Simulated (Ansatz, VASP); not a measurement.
# Two plane-wave programs on TiSiTe4

```xyz
6
Lattice="6.1143 0.0000 0.0000 -3.0571 5.2951 0.0000 0.0000 0.0000 7.4085" Properties=species:S:1:pos:R:3 pbc="T T T"
Ti    0.0000    0.0000    1.1070
Si    0.0000    0.0000    3.4732
Te    3.0571    0.0000    2.0511
Te   -1.5286    2.6476    2.0511
Te    1.5286    2.6476    2.0511
Te    0.0000    0.0000    5.8541
```

Alike in both runs: task single point; functional PBE; k mesh 3 × 3 × 4; occupations gaussian, width 0.1 eV; collinear spin.

|  | VASP | Ansatz |
| --- | --- | --- |
| version | VASP 6.6.1 | Ansatz 0.2.0 |
| potentials or method | VASP PAW PBE potentials, release 64 (Ti_sv, Si, Te), cutoff 520 eV | scalar-relativistic, plane waves, PAW |
| valence electrons in the cell | 40 | 80 |

```csv
,VASP,Ansatz,Ansatz less VASP
gap on the k mesh at the Fermi level (eV),none,none,-
pressure (GPa),0.0,0.0,0.00
"traceless stress, the component that is largest in VASP (GPa)",0.05,0.01,-0.048
rms of the force components (eV/Å),0.004,0.009,+0.0055
net moment per atom (μB),0.05,0.05,0.000
size of the moment on the site where the two differ most (μB),0.31,0.28,-0.038
```

Site moments also hang on the region over which each program counts them. Atom by atom the forces differ by 0.008 eV/Å (rms over components). A gap of «none» marks a metal or a gap that the smearing closes. The functional is the same, so the differences come from potentials, cutoffs and numerics. VASP's potentials hold 40 valence electrons a cell and Ansatz's 80, so a difference there can come from the potentials and not from the codes.

The k mesh is coarse, so the values compare programs but aren't converged. Neither program's run includes spin-orbit coupling.
